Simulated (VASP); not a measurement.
A run of VASP 6.6.1 is set up as follows.

INCAR

```
SYSTEM = SnO
PREC = Accurate
ENCUT = 520
EDIFF = 1E-6
ISMEAR = 0
SIGMA = 0.15
LREAL = .False.
LASPH = .True.
NELM = 100
ALGO = Normal
ISIF = 2
LWAVE = .False.
LCHARG = .False.
GGA = CA
NBANDS = 28
```

The input KPOINTS:

```
regular mesh
0
Gamma
  12 12 10
  0 0 0
```

The input POSCAR:

```
SnO
1.0
    3.4666175295      0.0000000000      0.0000000000
    0.0000000000      3.4666175295      0.0000000000
    0.0000000000      0.0000000000      4.8369714389
Sn O
2 2
Direct
    0.0000000000      0.5000000000      0.2457459271
    0.5000000000      0.0000000000      0.7542540729
    0.0000000000      0.0000000000      0.0000000000
    0.5000000000      0.5000000000      0.0000000000
```

Potentials or basis: VASP PAW LDA potentials, release 64 (Sn_d, O).

Command:

```console
$ cat potpaw_LDA.64/Sn_d/POTCAR potpaw_LDA.64/O/POTCAR > POTCAR
$ mpirun -np 1 vasp_std > vasp.out
```

**Question.** What does it give for the band gap on the k mesh?

**Answer.** Zero (bands 20 and 21 overlap by 1.34 eV).

**Question.** Predict the largest force.

**Answer.** 1.734 eV/Å.

Stress tensor (GPa, compression positive):
```
27.17  0.00  0.00
 0.00 27.17  0.00
 0.00  0.00 10.26
```

Caveat: the cell stands under pressure; spin-orbit coupling is left out, which moves the levels of the heavy elements; forces of over 1 eV/Å act on the atoms, so gaps and moduli don't describe the material at rest.
